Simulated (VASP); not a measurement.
## CaSe: relaxation of cell and atoms with PBE

Crystal: CaSe.

```
Ca Se
1.0
     0.00000    2.97024    2.97024
     2.97024    0.00000    2.97024
     2.97024    2.97024    0.00000
Ca Se
1 1
Direct
  0.00000 0.00000 0.00000
  0.50000 0.50000 0.50000
```

```
Program                : VASP 6.6.1
Task                   : relaxation of cell and atoms
Functional             : PBE
Potentials or basis    : VASP PAW PBE potentials, release 64 (Ca_sv, Se)
Cutoff                 : 600 eV
k mesh                 : 6 × 6 × 6
Occupations            : fermi-dirac, width 0.02 eV
Spin                   : no spin polarisation
Dipole correction      : no
Further INCAR settings : ALGO = Normal; EDIFF = 1e-07; IBRION = 2; EDIFFG = -0.005; NSW = 80; ISIF = 3
```

```
Relaxed volume                        : 26.54 Å³/atom
Relaxed cell                          : a = 4.218 Å, b = 4.218 Å, c = 4.218 Å, α = 60.00°, β = 60.00°, γ = 60.00°
Space group after relaxing (to 0.1 Å) : Fm-3m (No. 225)
Energy gained by relaxing             : 0.6 meV/atom
Ionic steps                           : 3
Pressure after relaxing               : 0.0 GPa
Band gap on the k mesh                : 2.08 eV (least direct gap 2.99 eV)
```

Step by step:
| step | energy change (eV) | largest force (eV/Å) | pressure (GPa) | volume (Å³) |
| --- | --- | --- | --- | --- |
| 1 | 0.0000 | 0.0000 | 0.62 | 52.41 |
| 2 | -0.0013 | 0.0000 | -0.09 | 53.19 |
| 3 | -0.0013 | 0.0000 | 0.00 | 53.08 |

Final structure:
```xyz
2
Lattice="0.0000 2.9829 2.9829 2.9829 0.0000 2.9829 2.9829 2.9829 0.0000" Properties=species:S:1:pos:R:3 pbc="T T T"
Ca    0.0000    0.0000    0.0000
Se    2.9829    2.9829    2.9829
```

Levels at points of the mesh, in eV from the valence-band top:
| k point | band 4 | band 5 | band 6 | band 7 | band 8 | band 9 | band 10 | band 11 | band 12 |
| --- | --- | --- | --- | --- | --- | --- | --- | --- | --- |
| (0.00, 0.00, 0.00) | -20.82 | -11.71 | 0.00 | 0.00 | 0.00 | 3.21 | 3.71 | 3.71 | 3.71 |
| (0.50, 0.00, 0.00) | -20.83 | -11.06 | -3.19 | -1.15 | -1.15 | 4.47 | 5.41 | 5.44 | 5.44 |
| (0.50, 0.50, 0.00) | -20.85 | -11.16 | -2.45 | -0.91 | -0.91 | 2.08 | 4.94 | 4.99 | 5.92 |

Wall time 66 s on 1 thread of AMD EPYC 7R13, on a shared host, peak memory 0.17 GiB.

A k mesh can miss the band edges.
